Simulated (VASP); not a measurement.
# Zr (Fd-3m) in VASP: notebook

Zr is run at these levels: PBEsol; tasks: density of states.

Everything below comes from runs of VASP 6.6.1. Logs are shortened: lines on timing, memory, paths and dates and some standing lists are left out, and cuts for length are marked.

### 1 The cell of the first run

Symmetry: Fd-3m, No. 227, cubic system. Conventional cell: a = 5.883 Å, b = 5.883 Å, c = 5.883 Å, α = 90.00°, β = 90.00°, γ = 90.00°. Within 3.4 Å of Zr (site symmetry -43m) lie 4 Zr at 2.55 Å.

### 2 Density of states, PBEsol (volume scaled by 0.88)

POSCAR reads:

```
Zr
1.0
    0.0000000000      2.9414119275      2.9414119275
    2.9414119275      0.0000000000      2.9414119275
    2.9414119275      2.9414119275      0.0000000000
Zr
2
Direct
   -0.1250000000     -0.1250000000     -0.1250000000
    0.1250000000      0.1250000000      0.1250000000
```

INCAR.step1 reads:

```
SYSTEM = Zr
PREC     = Accurate       ! precision mode
ENCUT    = 520            ! plane-wave cutoff, eV
EDIFF    = 1E-7           ! SCF threshold, eV
ISMEAR   = -1             ! smearing method
SIGMA    = 0.1            ! smearing width, eV
LREAL    = .FALSE.        ! projectors in reciprocal space
LASPH    = .TRUE.         ! aspherical terms in the spheres
NELM     = 100            ! most SCF steps
ALGO     = Normal         ! electronic algorithm
ISIF     = 2              ! what is computed and relaxed
LWAVE    = .FALSE.        ! write WAVECAR
LCHARG   = .TRUE.         ! write CHGCAR
LMAXMIX  = 4              ! l up to which the mixer works
GGA      = PS             ! functional
NBANDS   = 19             ! bands
```

KPOINTS.step1 reads:

```
Automatic mesh
0
G
  12 12 12
  0 0 0
```

INCAR.step2 reads:

```
SYSTEM = Zr
PREC     = Accurate       ! precision mode
ENCUT    = 520            ! plane-wave cutoff, eV
EDIFF    = 1E-7           ! SCF threshold, eV
ISMEAR   = -5             ! smearing method
SIGMA    = 0.1            ! smearing width, eV
LREAL    = .FALSE.        ! projectors in reciprocal space
LASPH    = .TRUE.         ! aspherical terms in the spheres
NELM     = 100            ! most SCF steps
ALGO     = Normal         ! electronic algorithm
ISIF     = 2              ! what is computed and relaxed
LWAVE    = .FALSE.        ! write WAVECAR
LCHARG   = .FALSE.        ! write CHGCAR
LMAXMIX  = 4              ! l up to which the mixer works
GGA      = PS             ! functional
LORBIT   = 11             ! projections on sites
NEDOS    = 2001           ! points of the DOS
ICHARG   = 11             ! starting density
```

KPOINTS.step2 reads:

```
Automatic mesh
0
G
  18 18 18
  0 0 0
```

Potentials or basis: VASP PAW PBE potentials, release 64 (Zr_sv).

The run is started by

```console
$ cat potpaw_PBE.64/Zr_sv/POTCAR > POTCAR
$ cp INCAR.step1 INCAR
$ cp KPOINTS.step1 KPOINTS
$ mpirun -np 1 vasp_std > vasp.out
$ cp INCAR.step2 INCAR
$ cp KPOINTS.step2 KPOINTS
$ mpirun -np 1 vasp_std > vasp.out
```

OUTCAR:

```text
SYSTEM = Zr
   PREC = Accurate
   ENCUT = 520
   EDIFF = 1E-7
   ISMEAR = -5
   LREAL = .FALSE.
   LASPH = .TRUE.
   NELM = 100
   ISIF = 2
   GGA = PS
   LORBIT = 11
   ICHARG = 11

 ion  position               nearest neighbor table
   1  0.875  0.875  0.875-   2 2.55   2 2.55   2 2.55   2 2.55
   2  0.125  0.125  0.125-   1 2.55   1 2.55   1 2.55   1 2.55

  LATTYP: Found a face centered cubic cell.
 ALAT       =     5.8828238550

  Lattice vectors:

 A1 = (   0.0000000000,   2.9414119275,   2.9414119275)
 A2 = (   2.9414119275,   0.0000000000,   2.9414119275)
 A3 = (   2.9414119275,   2.9414119275,   0.0000000000)

Analysis of symmetry for initial positions (statically):
=====================================================================
 Subroutine PRICEL returns:
 Original cell was already a primitive cell.

 Routine SETGRP: Setting up the symmetry group for a
 face centered cubic supercell.

 Subroutine GETGRP returns: Found 48 space group operations
 (whereof 12 operations were pure point group operations)
 out of a pool of 48 trial point group operations.

The static configuration has the point symmetry D_3d.
 The point group associated with its full space group is O_h .

Analysis of symmetry for dynamics (positions and initial velocities):
=====================================================================
 Subroutine PRICEL returns:
 Original cell was already a primitive cell.

 Routine SETGRP: Setting up the symmetry group for a
 face centered cubic supercell.

 Subroutine GETGRP returns: Found 48 space group operations
 (whereof 12 operations were pure point group operations)
 out of a pool of 48 trial point group operations.

The dynamic configuration has the point symmetry D_3d.
 The point group associated with its full space group is O_h .

 Subroutine INISYM returns: Found 48 space group operations
 (whereof 12 operations are pure point group operations),
 and found     1 'primitive' translations

----------------------------------------------------------------------------------------

                                     Primitive cell

  volume of cell :      50.8976

  direct lattice vectors                    reciprocal lattice vectors
     0.000000000  2.941411927  2.941411927    -0.169986392  0.169986392  0.169986392
     2.941411927  0.000000000  2.941411927     0.169986392 -0.169986392  0.169986392
     2.941411927  2.941411927  0.000000000     0.169986392  0.169986392 -0.169986392

  length of vectors
     4.159784640  4.159784640  4.159784640     0.294425067  0.294425067  0.294425067

  position of ions in fractional coordinates (direct lattice)
     0.875000000  0.875000000  0.875000000
     0.125000000  0.125000000  0.125000000

  ion indices of the primitive-cell ions
   primitive index   ion index
                 1           1
                 2           2

----------------------------------------------------------------------------------------

 KPOINTS: Automatic mesh

Automatic generation of k-mesh.
 Grid dimensions read from file:
 generate k-points for:   18   18   18

 Generating k-lattice:

  Cartesian coordinates                     Fractional coordinates (reciprocal lattice)
    -0.009443688  0.009443688  0.009443688     0.055555556  0.000000000  0.000000000
     0.009443688 -0.009443688  0.009443688     0.000000000  0.055555556  0.000000000
     0.009443688  0.009443688 -0.009443688     0.000000000  0.000000000  0.055555556

  Length of vectors
     0.016356948  0.016356948  0.016356948

  Shift w.r.t. Gamma in fractional coordinates (k-lattice)
     0.000000000  0.000000000  0.000000000

 TETIRR: Found    806 inequivalent tetrahedra from    34992

 Subroutine IBZKPT returns following result:
 ===========================================

 Found    195 irreducible k-points:

 Following reciprocal coordinates:
            Coordinates               Weight
  0.000000  0.000000  0.000000      1.000000
  0.055556  0.000000  0.000000      8.000000
  0.111111  0.000000  0.000000      8.000000
  0.166667  0.000000  0.000000      8.000000
  0.222222  0.000000  0.000000      8.000000
  0.277778  0.000000  0.000000      8.000000
[... 16 lines left out ...]
 -0.277778  0.055556  0.000000     24.000000
 -0.222222  0.055556  0.000000     24.000000
 [... further k-points ...]
   k-points           NKPTS =    195   k-points in BZ     NKDIM =    195   number of bands    NBANDS=     16
   number of dos      NEDOS =   2001   number of ions     NIONS =      2
   total plane-waves  NPLWV =  32768
   dimension x,y,z NGX =    32 NGY =   32 NGZ =   32
   dimension x,y,z NGXF=    64 NGYF=   64 NGZF=   64
   ions per type =               2
   NGX,Y,Z   is equivalent  to a cutoff of  12.79, 12.79, 12.79 a.u.
   NGXF,Y,Z  is equivalent  to a cutoff of  25.58, 25.58, 25.58 a.u.
 SYSTEM =  Zr
   PREC   = accura    normal or accurate (medium, high low for compatibility)
   ISTART =      0    job   : 0-new  1-cont  2-samecut
   ICHARG =     11    charge: 1-file 2-atom 10-const
   ISPIN  =      1    spin polarized calculation?
   LNONCOLLINEAR =      F non collinear calculations
   LSORBIT =      F    spin-orbit coupling
   LASPH  =      T    aspherical Exc in radial PAW
   ENCUT  =  520.0 eV  38.22 Ry    6.18 a.u.   7.73  7.73  7.73*2*pi/ulx,y,z
   NELM   =    100;   NELMIN=  2; NELMDL=  0     # of ELM steps
   EDIFF  = 0.1E-06   stopping-criterion for ELM
   LREAL  =      F    real-space projection
   EDIFFG = 0.1E-05   stopping-criterion for IOM
   NSW    =      0    number of steps for IOM
   IBRION =     -1    ionic relax: 0-MD 1-quasi-New 2-CG
   NFREE  =      0    steps in history (QN), initial steepest desc. (CG)
   ISIF   =      2    stress and relaxation
   ISYM   =      2    0-nonsym 1-usesym 2-fastsym
   POTIM  = 0.5000    time-step for ionic-motion
   TEBEG  =    0.0;   TEEND  =   0.0 temperature during run
   PSTRESS=    0.0 pullay stress
   NELECT =      24.0000    total number of electrons
   NUPDOWN=      -1.0000    fix difference up-down
   EMIN   =  10.00;   EMAX   =-10.00  energy-range for DOS
   EFERMI =   0.00;   METHOD = LEGACY
   ISMEAR =    -5;   SIGMA  =   0.10  broadening in eV -4-tet -1-fermi 0-gaus
   EFERMI_NEDOS =   21; number of points for ismear=-14 and -15
   IALGO  =     38    algorithm
   IMIX   =      4    mixing-type and parameters
     AMIX     =   0.40;   BMIX     =  1.00
     AMIX_MAG =   1.60;   BMIX_MAG =  1.00
  volume/ion in A,a.u.               =      25.45       171.74
  Fermi-wavevector in a.u.,A,eV,Ry     =   1.274225  2.407936 22.091085  1.623649
  Thomas-Fermi vector in A             =   2.407005
   LORBIT       =     11    0 simple, 1 ext, 2 COOP (PROOUT), +10 PAW based schemes
   GGA     = PS    functional components
   LHFCALC =     F    Hartree Fock is set to
   AEXX    =    0.0000 exact exchange contribution
   IVDW    =     0    specifies the selected vdW correction
   LEPSILON=     F    determine dielectric tensor
   LRPA    =     F    only Hartree local field effects (RPA)
 non-spin polarized calculation
 Fermi weights with tetrahedron method with Bloechl corrections
  energy-cutoff  :      520.00
  volume of cell :       50.90
 maximum number of plane-waves:      1387

 number of electron      24.0000000 magnetization

 Free energy of the ion-electron system (eV)
  ---------------------------------------------------
  ext. energy  EPLUGINS =         0.00000000
  ---------------------------------------------------
  free energy    TOTEN  =       -13.14367725 eV

  energy without entropy =      -13.14367725  energy(sigma->0) =      -13.14367725

 E-fermi :   7.3449     XC(G=0): -10.4901

 val. band max:        7.3759486800   @ k =   0.2222   0.2222   0.0000
 cond. band min:       7.2886410707   @ k =  -0.3333   0.5000   0.1667
 fundamental gap:     -0.0873076092
 Fermi energy:         7.3449008811

 k-point     1 :       0.0000    0.0000    0.0000
  band No.  band energies     occupation
      1     -41.5743      2.00000
      2     -40.5000      2.00000
      3     -20.0562      2.00000
      4     -20.0562      2.00000
      5     -20.0562      2.00000
      6     -18.5064      2.00000
[... 8 lines left out ...]
     15       9.8865      0.00000
     16       9.8865      0.00000

 k-point     2 :       0.0556    0.0000    0.0000
  band No.  band energies     occupation
      1     -41.5686      2.00000
      2     -40.5065      2.00000
      3     -20.0629      2.00000
      4     -20.0629      2.00000
      5     -20.0565      2.00000
      6     -18.5053      2.00000
[... 8 lines left out ...]
     15       9.7691      0.00000
     16       9.8683      0.00000

 k-point     3 :       0.1111    0.0000    0.0000
  band No.  band energies     occupation
      1     -41.5517      2.00000
      2     -40.5257      2.00000
      3     -20.0819      2.00000
      4     -20.0819      2.00000
      5     -20.0577      2.00000
      6     -18.5016      2.00000
[... 8 lines left out ...]
     15       9.4453      0.00000
     16       9.8284      0.00000

 k-point     4 :       0.1667    0.0000    0.0000
  band No.  band energies     occupation
      1     -41.5244      2.00000
      2     -40.5565      2.00000
      3     -20.1100      2.00000
      4     -20.1100      2.00000
      5     -20.0601      2.00000
      6     -18.4952      2.00000
[... 8 lines left out ...]
     15       8.9877      0.00000
     16       9.8128      0.00000
[... 324 lines left out ...]
 k-point    22 :      -0.3333    0.0556    0.0000
  band No.  band energies     occupation
      1     -41.3823      2.00000
      2     -40.7134      2.00000
      3     -20.2601      2.00000
      4     -20.2099      2.00000
      5     -20.0365      2.00000
      6     -18.4981      2.00000
[... 8 lines left out ...]
     15       8.1401      0.00000
     16      10.3224      0.00000

 k-point    23 :      -0.2778    0.0556    0.0000
  band No.  band energies     occupation
      1     -41.4267      2.00000
      2     -40.6650      2.00000
      3     -20.2310      2.00000
      4     -20.1790      2.00000
      5     -20.0364      2.00000
      6     -18.5045      2.00000
[... 8 lines left out ...]
     15       8.1321      0.00000
     16       9.9991      0.00000

 k-point    24 :      -0.2222    0.0556    0.0000
  band No.  band energies     occupation
      1     -41.4701      2.00000
      2     -40.6171      2.00000
      3     -20.1955      2.00000
      4     -20.1452      2.00000
      5     -20.0375      2.00000
      6     -18.5101      2.00000
[... 8 lines left out ...]
     15       8.4061      0.00000
     16       9.7877      0.00000

 [... further k-points ...]

------------------------ aborting loop because EDIFF is reached ----------------------------------------

  FORCE on cell =-STRESS in cart. coord.  units (eV):
  Direction    XX          YY          ZZ          XY          YZ          ZX
  --------------------------------------------------------------------------------------
  -------------------------------------------------------------------------------------
  Total        1.7435117      1.7435117      1.7435117     -0.0000000     -0.0000000      0.0000000
  in kB       54.8830092     54.8830092     54.8830092     -0.0000000     -0.0000000      0.0000000
  external PRESSURE =      54.8830092 kB  Pullay stress =       0.0000000 kB

 VOLUME and BASIS-vectors are now :
 -----------------------------------------------------------------------------
  energy-cutoff  :      520.00
  volume of cell :       50.90
      direct lattice vectors                 reciprocal lattice vectors
     0.000000000  2.941411927  2.941411927    -0.169986392  0.169986392  0.169986392
     2.941411927  0.000000000  2.941411927     0.169986392 -0.169986392  0.169986392
     2.941411927  2.941411927  0.000000000     0.169986392  0.169986392 -0.169986392

 POSITION                                       TOTAL-FORCE (eV/Angst)
 -----------------------------------------------------------------------------------
      5.14747      5.14747      5.14747         0.000000      0.000000      0.000000
      0.73535      0.73535      0.73535        -0.000000     -0.000000     -0.000000
 -----------------------------------------------------------------------------------
    total drift:                                0.000000      0.000000     -0.000000

  FREE ENERGIE OF THE ION-ELECTRON SYSTEM (eV)
  ---------------------------------------------------
  free  energy   TOTEN  =       -13.1436772488 eV

  energy  without entropy=      -13.1436772488  energy(sigma->0) =      -13.14367725

 total charge

# of ion       s       p       d       tot
------------------------------------------
    1        2.249   5.876   2.195  10.320
    2        2.249   5.876   2.195  10.320
--------------------------------------------------
tot          4.497  11.753   4.389  20.639
```

Wall time 69 s (1 thread of Intel Xeon 6975P-C (Granite Rapids), shared host); peak memory 0.26 GiB.

Results:

| Quantity | Value |
| --- | --- |
| Valence electrons inside the program's atomic spheres | Zr 10.32 |

Levels at points of the mesh, in eV from the Fermi level:
```csv
k point,band 8,band 9,band 10,band 11,band 12,band 13,band 14,band 15,band 16
"(0.00, 0.00, 0.00)",-25.85,-4.42,-1.33,-1.33,0.00,0.00,0.00,2.54,2.54
"(0.50, 0.00, 0.00)",-25.62,-1.66,-1.54,-1.17,-1.17,-0.34,-0.34,1.27,3.90
"(0.50, 0.50, 0.00)",-25.38,-2.49,-2.49,-0.29,-0.29,1.04,1.04,1.76,1.76
```

Caveat: the PAW data sets were made with another functional, which shifts forces and pressure a little; tetrahedron occupations give inexact forces and stress in metals.

(Continued in part 2 of 2.)
